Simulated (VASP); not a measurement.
Nb: single point with LDA

Crystal: Nb.

```
CELL_PARAMETERS angstrom
-1.66395 1.72635 1.66395
1.66395 -1.72635 1.66395
1.66395 1.72635 -1.66395
ATOMIC_POSITIONS crystal
Nb 0.00000 0.00000 0.00000
```

This cell differs from its parent crystal: strain +0.0375 x Voigt [0, 1, 0, 0, 0, 0].

```
Program             : VASP 6.6.1
Task                : single point
Functional          : LDA
Potentials or basis : VASP PAW LDA potentials, release 64 (Nb_sv)
Cutoff              : 500 eV
k mesh              : 20 × 20 × 20
Occupations         : gaussian, width 0.15 eV
Spin                : no spin polarisation
```

* Pressure: -17.2 GPa

Stress tensor (GPa, compression positive):
```
-15.96   0.00   0.00
  0.00 -19.62   0.00
  0.00   0.00 -15.96
```

Levels at points of the mesh, in eV from the Fermi level:
```tsv
k point	band 2	band 3	band 4	band 5	band 6	band 7	band 8	band 9	band 10	band 11
(0.00, 0.00, 0.00)	-29.72	-29.72	-29.72	-5.81	0.23	0.23	0.60	2.79	3.28	13.68
(0.50, 0.00, 0.00)	-30.86	-30.07	-29.72	-3.49	-1.38	1.99	2.80	3.69	5.87	11.02
(0.00, 0.50, 0.00)	-30.85	-30.11	-29.75	-3.52	-1.78	2.23	3.37	3.84	5.96	11.31
(0.50, 0.50, 0.50)	-30.56	-30.48	-30.48	-3.46	-3.37	5.13	5.25	5.25	8.01	8.86
```

It took 43 s on 1 thread of Intel(R) Xeon(R) Platinum 8559C (Emerald Rapids) (shared host), peak memory 0.23 GiB.

Caveat: the cell differs from its parent crystal (strain +0.0375 x Voigt [0, 1, 0, 0, 0, 0]).
